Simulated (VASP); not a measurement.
# MoSeS (l.B) in VASP: single point with LDA

Aim: the single point of MoSeS (l.B) with LDA.

Everything below comes from runs of VASP 6.6.1. Logs are shortened: lines on timing, memory, paths and dates and some standing lists are left out, and cuts for length are marked.

### Step 1. The cell of the first run

The cell holds a sheet with vacuum, 3 atoms: a = 3.181 Å, b = 3.181 Å, c = 30.200 Å, α = 90.00°, β = 90.00°, γ = 120.00°.

### Step 2. Single point, LDA

INCAR reads:

```
SYSTEM = MoSeS
PREC = Accurate ; ENCUT = 400
EDIFF = 1E-6 ; ISMEAR = 0
SIGMA = 0.03 ; LREAL = .False.
LASPH = .True. ; NELM = 120
ALGO = Normal ; ISIF = 2
LWAVE = .False. ; LCHARG = .False.
LDIPOL = .True. ; IDIPOL = 3
DIPOL = 0.5 0.5 0.284 ; NBANDS = 20
GGA_COMPAT = .False. ; NELMDL = -8
```

KPOINTS reads:

```
Automatic mesh
0
Gamma
  12 12 1
  0 0 0
```

POSCAR reads:

```
MoSeS
1.0
    3.1813232735      0.0000000000      0.0000000000
   -1.5906616368      2.7551067725      0.0000000000
    0.0000000000      0.0000000000     30.1999999990
S Mo Se
1 1 1
Direct
    0.6666666667      0.3333333333      0.2318149802
    0.3333333333      0.6666666667      0.2821044626
    0.6666666667      0.3333333333      0.3380673122
```

Potentials or basis: VASP PAW LDA potentials, release 64 (S, Mo_sv, Se).

Launch:

```bash
> cat potpaw_LDA.64/S/POTCAR potpaw_LDA.64/Mo_sv/POTCAR potpaw_LDA.64/Se/POTCAR > POTCAR
> mpirun -np 1 vasp_std > vasp.out
```

OUTCAR:

```text
SYSTEM = MoSeS
   PREC = Accurate
   ENCUT = 400
   EDIFF = 1E-6
   ISMEAR = 0
   LREAL = .False.
   LASPH = .True.
   NELM = 120
   ISIF = 2
   NELMDL = -8

 ion  position               nearest neighbor table
   1  0.667  0.333  0.232-   2 2.38   2 2.38   2 2.38
   2  0.333  0.667  0.282-   1 2.38   1 2.38   1 2.38   3 2.50   3 2.50   3 2.50
   3  0.667  0.333  0.338-   2 2.50   2 2.50   2 2.50

  LATTYP: Found a hexagonal cell.
 ALAT       =     3.1813232735
 C/A-ratio  =     9.4929051224

  Lattice vectors:

 A1 = (   3.1813232735,   0.0000000000,   0.0000000000)
 A2 = (  -1.5906616368,   2.7551067725,   0.0000000000)
 A3 = (   0.0000000000,   0.0000000000,  30.1999999990)

Analysis of symmetry for initial positions (statically):
=====================================================================
 Subroutine PRICEL returns:
 Original cell was already a primitive cell.

 Routine SETGRP: Setting up the symmetry group for a
 hexagonal supercell.

 Subroutine GETGRP returns: Found  6 space group operations
 (whereof  6 operations were pure point group operations)
 out of a pool of 24 trial point group operations.

The static configuration has the point symmetry C_3v.

Analysis of symmetry for dynamics (positions and initial velocities):
=====================================================================
 Subroutine PRICEL returns:
 Original cell was already a primitive cell.

 Routine SETGRP: Setting up the symmetry group for a
 hexagonal supercell.

 Subroutine GETGRP returns: Found  6 space group operations
 (whereof  6 operations were pure point group operations)
 out of a pool of 24 trial point group operations.

The dynamic configuration has the point symmetry C_3v.

 Subroutine INISYM returns: Found  6 space group operations
 (whereof  6 operations are pure point group operations),
 and found     1 'primitive' translations

----------------------------------------------------------------------------------------

                                     Primitive cell

  volume of cell :     264.6995

  direct lattice vectors                    reciprocal lattice vectors
     3.181323273  0.000000000  0.000000000     0.314334607  0.181481170  0.000000000
    -1.590661637  2.755106773  0.000000000     0.000000000  0.362962340  0.000000000
     0.000000000  0.000000000 30.199999999     0.000000000  0.000000000  0.033112583

  length of vectors
     3.181323273  3.181323274 30.199999999     0.362962340  0.362962340  0.033112583

  position of ions in fractional coordinates (direct lattice)
     0.666666667  0.333333333  0.231814980
     0.333333333  0.666666667  0.282104463
     0.666666667  0.333333333  0.338067312

  ion indices of the primitive-cell ions
   primitive index   ion index
                 1           1
                 2           2
                 3           3

----------------------------------------------------------------------------------------

 KPOINTS: Automatic mesh

Automatic generation of k-mesh.
 Grid dimensions read from file:
 generate k-points for:   12   12    1

 Generating k-lattice:

  Cartesian coordinates                     Fractional coordinates (reciprocal lattice)
     0.026194551  0.015123431  0.000000000     0.083333333  0.000000000  0.000000000
     0.000000000  0.030246862  0.000000000     0.000000000  0.083333333  0.000000000
     0.000000000  0.000000000  0.033112583     0.000000000  0.000000000  1.000000000

  Length of vectors
     0.030246862  0.030246862  0.033112583

  Shift w.r.t. Gamma in fractional coordinates (k-lattice)
     0.000000000  0.000000000  0.000000000

 Subroutine IBZKPT returns following result:
 ===========================================

 Found     19 irreducible k-points:

 Following reciprocal coordinates:
            Coordinates               Weight
  0.000000  0.000000  0.000000      1.000000
  0.083333  0.000000  0.000000      6.000000
  0.166667  0.000000  0.000000      6.000000
  0.250000  0.000000  0.000000      6.000000
  0.333333  0.000000  0.000000      6.000000
  0.416667  0.000000  0.000000      6.000000
[... 11 lines left out ...]
  0.333333  0.250000  0.000000     12.000000
  0.333333  0.333333  0.000000      2.000000
   k-points           NKPTS =     19   k-points in BZ     NKDIM =     19   number of bands    NBANDS=     20
   number of dos      NEDOS =    301   number of ions     NIONS =      3
   total plane-waves  NPLWV = 115200
   dimension x,y,z NGX =    24 NGY =   24 NGZ =  200
   dimension x,y,z NGXF=    48 NGYF=   48 NGZF=  400
   ions per type =               1   1   1
   NGX,Y,Z   is equivalent  to a cutoff of  12.54, 12.54, 11.01 a.u.
   NGXF,Y,Z  is equivalent  to a cutoff of  25.08, 25.08, 22.02 a.u.
 SYSTEM =  MoSeS
   PREC   = accura    normal or accurate (medium, high low for compatibility)
   ISTART =      0    job   : 0-new  1-cont  2-samecut
   ICHARG =      2    charge: 1-file 2-atom 10-const
   ISPIN  =      1    spin polarized calculation?
   LNONCOLLINEAR =      F non collinear calculations
   LSORBIT =      F    spin-orbit coupling
   LASPH  =      T    aspherical Exc in radial PAW
   ENCUT  =  400.0 eV  29.40 Ry    5.42 a.u.   5.19  5.19 49.25*2*pi/ulx,y,z
   NELM   =    120;   NELMIN=  2; NELMDL= -8     # of ELM steps
   EDIFF  = 0.1E-05   stopping-criterion for ELM
   LREAL  =      F    real-space projection
   EDIFFG = 0.1E-04   stopping-criterion for IOM
   NSW    =      0    number of steps for IOM
   IBRION =     -1    ionic relax: 0-MD 1-quasi-New 2-CG
   NFREE  =      0    steps in history (QN), initial steepest desc. (CG)
   ISIF   =      2    stress and relaxation
   ISYM   =      2    0-nonsym 1-usesym 2-fastsym
   POTIM  = 0.5000    time-step for ionic-motion
   TEBEG  =    0.0;   TEEND  =   0.0 temperature during run
   PSTRESS=    0.0 pullay stress
   NELECT =      26.0000    total number of electrons
   NUPDOWN=      -1.0000    fix difference up-down
   EMIN   =  10.00;   EMAX   =-10.00  energy-range for DOS
   EFERMI =   0.00;   METHOD = LEGACY
   ISMEAR =     0;   SIGMA  =   0.03  broadening in eV -4-tet -1-fermi 0-gaus
   EFERMI_NEDOS =   21; number of points for ismear=-14 and -15
   IALGO  =     38    algorithm
   IMIX   =      4    mixing-type and parameters
     AMIX     =   0.40;   BMIX     =  1.00
     AMIX_MAG =   1.60;   BMIX_MAG =  1.00
  volume/ion in A,a.u.               =      88.23       595.43
  Fermi-wavevector in a.u.,A,eV,Ry     =   0.755350  1.427404  7.762853  0.570554
  Thomas-Fermi vector in A             =   1.853224
   LORBIT       =      0    0 simple, 1 ext, 2 COOP (PROOUT), +10 PAW based schemes
   GGA     = CA    functional components
   LHFCALC =     F    Hartree Fock is set to
   AEXX    =    0.0000 exact exchange contribution
   IVDW    =     0    specifies the selected vdW correction
   LEPSILON=     F    determine dielectric tensor
   LRPA    =     F    only Hartree local field effects (RPA)
 non-spin polarized calculation
 Gauss-broadening in eV      SIGMA  =   0.03
  energy-cutoff  :      400.00
  volume of cell :      264.70
 maximum number of plane-waves:      4846
 NGX is ok and might be reduce to    24
   NGX = 11   NGY = 11   NGZ = 99

 number of electron      26.0000000 magnetization

 dipolmoment           0.000000      0.000000     -0.033806 electrons x Angstroem

 Free energy of the ion-electron system (eV)
  ---------------------------------------------------
  ext. energy  EPLUGINS =         0.00000000
  ---------------------------------------------------
  free energy    TOTEN  =       -23.41220974 eV

  energy without entropy =      -23.41220974  energy(sigma->0) =      -23.41220974

 E-fermi :  -3.1105     XC(G=0):  -2.6928

 val. band max:       -3.2666376218   @ k =   0.3333   0.3333   0.0000
 cond. band min:      -1.5072755284   @ k =   0.3333   0.3333   0.0000
 fundamental gap:      1.7593620933
 Fermi energy:        -3.1104534275

 k-point     1 :       0.0000    0.0000    0.0000
  band No.  band energies     occupation
      1     -63.6281      2.00000
      2     -38.0305      2.00000
      3     -37.7573      2.00000
      4     -37.7573      2.00000
      5     -17.6993      2.00000
      6     -16.2651      2.00000
[... 12 lines left out ...]
     19       2.4555      0.00000
     20       2.5378      0.00000

 k-point     2 :       0.0833    0.0000    0.0000
  band No.  band energies     occupation
      1     -63.6254      2.00000
      2     -38.0251      2.00000
      3     -37.7839      2.00000
      4     -37.7633      2.00000
      5     -17.5923      2.00000
      6     -16.2127      2.00000
[... 12 lines left out ...]
     19       2.6170      0.00000
     20       2.6883      0.00000

 k-point     3 :       0.1667    0.0000    0.0000
  band No.  band energies     occupation
      1     -63.6182      2.00000
      2     -38.0102      2.00000
      3     -37.8561      2.00000
      4     -37.7797      2.00000
      5     -17.2862      2.00000
      6     -16.0634      2.00000
[... 12 lines left out ...]
     19       3.0334      0.00000
     20       3.0882      0.00000

 k-point     4 :       0.2500    0.0000    0.0000
  band No.  band energies     occupation
      1     -63.6083      2.00000
      2     -37.9900      2.00000
      3     -37.9536      2.00000
      4     -37.8021      2.00000
      5     -16.8277      2.00000
      6     -15.8423      2.00000
[... 12 lines left out ...]
     19       3.6425      0.00000
     20       3.7252      0.00000

 k-point     5 :       0.3333    0.0000    0.0000
  band No.  band energies     occupation
      1     -63.5984      2.00000
      2     -38.0495      2.00000
      3     -37.9696      2.00000
      4     -37.8245      2.00000
      5     -16.3047      2.00000
      6     -15.5943      2.00000
[... 12 lines left out ...]
     19       4.2089      0.00000
     20       4.4717      0.00000

 k-point     6 :       0.4167    0.0000    0.0000
  band No.  band energies     occupation
      1     -63.5911      2.00000
      2     -38.1187      2.00000
      3     -37.9545      2.00000
      4     -37.8408      2.00000
      5     -15.8648      2.00000
      6     -15.3842      2.00000
[... 12 lines left out ...]
     19       4.2448      0.00000
     20       4.4735      0.00000

 k-point     7 :       0.5000    0.0000    0.0000
  band No.  band energies     occupation
      1     -63.5884      2.00000
      2     -38.1438      2.00000
      3     -37.9491      2.00000
      4     -37.8467      2.00000
      5     -15.6904      2.00000
      6     -15.2952      2.00000
[... 12 lines left out ...]
     19       4.4651      0.00000
     20       4.7357      0.00000
[... 162 lines left out ...]
 k-point    15 :       0.3333    0.1667    0.0000
  band No.  band energies     occupation
      1     -63.5885      2.00000
      2     -38.0957      2.00000
      3     -37.9491      2.00000
      4     -37.8967      2.00000
      5     -15.7134      2.00000
      6     -15.2885      2.00000
[... 12 lines left out ...]
     19       4.9136      0.00000
     20       5.4516      0.00000

 k-point    16 :       0.4167    0.1667    0.0000
  band No.  band energies     occupation
      1     -63.5861      2.00000
      2     -38.1122      2.00000
      3     -37.9443      2.00000
      4     -37.9072      2.00000
      5     -15.5621      2.00000
      6     -15.2040      2.00000
[... 12 lines left out ...]
     19       5.4171      0.00000
     20       5.9112      0.00000

 k-point    17 :       0.2500    0.2500    0.0000
  band No.  band energies     occupation
      1     -63.5885      2.00000
      2     -38.0729      2.00000
      3     -37.9491      2.00000
      4     -37.9201      2.00000
      5     -15.7212      2.00000
      6     -15.2859      2.00000
[... 12 lines left out ...]
     19       4.9202      0.00000
     20       5.2465      0.00000

 k-point    18 :       0.3333    0.2500    0.0000
  band No.  band energies     occupation
      1     -63.5848      2.00000
      2     -38.0777      2.00000
      3     -37.9587      2.00000
      4     -37.9417      2.00000
      5     -15.4875      2.00000
      6     -15.1489      2.00000
[... 12 lines left out ...]
     19       4.7389      0.00000
     20       5.7811      0.00000

 k-point    19 :       0.3333    0.3333    0.0000
  band No.  band energies     occupation
      1     -63.5835      2.00000
      2     -38.0489      2.00000
      3     -38.0033      2.00000
      4     -37.9389      2.00000
      5     -15.4047      2.00000
      6     -15.0924      2.00000
[... 12 lines left out ...]
     19       3.9297      0.00000
     20       6.1262      0.00000

------------------------ aborting loop because EDIFF is reached ----------------------------------------

 vacuum level on the upper side and lower side of the slab       (xc-potential included)        -0.349         0.335

  FORCE on cell =-STRESS in cart. coord.  units (eV):
  Direction    XX          YY          ZZ          XY          YZ          ZX
  --------------------------------------------------------------------------------------
  -------------------------------------------------------------------------------------
  Total        0.0443858      0.0443858      0.0721063     -0.0000000      0.0000000      0.0000000
  in kB        0.2686593      0.2686593      0.4364464     -0.0000000      0.0000000      0.0000000
  external PRESSURE =       0.3245883 kB  Pullay stress =       0.0000000 kB

 VOLUME and BASIS-vectors are now :
 -----------------------------------------------------------------------------
  energy-cutoff  :      400.00
  volume of cell :      264.70
      direct lattice vectors                 reciprocal lattice vectors
     3.181323273  0.000000000  0.000000000     0.314334607  0.181481170  0.000000000
    -1.590661637  2.755106773  0.000000000     0.000000000  0.362962340  0.000000000
     0.000000000  0.000000000 30.199999999     0.000000000  0.000000000  0.033112583

 POSITION                                       TOTAL-FORCE (eV/Angst)
 -----------------------------------------------------------------------------------
      1.59066      0.91837      7.00081         0.000000     -0.000000     -0.020549
     -0.00000      1.83674      8.51955        -0.000000      0.000000     -0.060247
      1.59066      0.91837     10.20963         0.000000     -0.000000      0.080797
 -----------------------------------------------------------------------------------
    total drift:                               -0.000000     -0.000000      0.000831

  FREE ENERGIE OF THE ION-ELECTRON SYSTEM (eV)
  ---------------------------------------------------
  free  energy   TOTEN  =       -23.4122097388 eV

  energy  without entropy=      -23.4122097388  energy(sigma->0) =      -23.41220974

 vacuum level on the upper side and lower side of the slab         2.267         2.965
```

It took 4.4 min on 1 thread of Intel Xeon 8259CL, shared host; peak memory 0.29 GiB.

What came out:

```
Free energy            : -23.4122 eV
Largest force          : 0.081 eV/Å
Band gap on the k mesh : 1.76 eV, direct
```

Forces on the atoms (eV/Å):
```
S    0.000  0.000 -0.021
Mo   0.000  0.000 -0.060
Se   0.000  0.000  0.081
```

Levels at points of the mesh, in eV from the valence-band top:
```
           k point  band 10  band 11  band 12  band 13  band 14  band 15  band 16  band 17
(0.00, 0.00, 0.00)    -2.02    -1.15    -1.15    -0.10     3.03     3.03     3.41     3.41
(0.50, 0.00, 0.00)    -3.03    -1.92    -0.62    -0.61     2.31     2.71     3.84     4.46
```
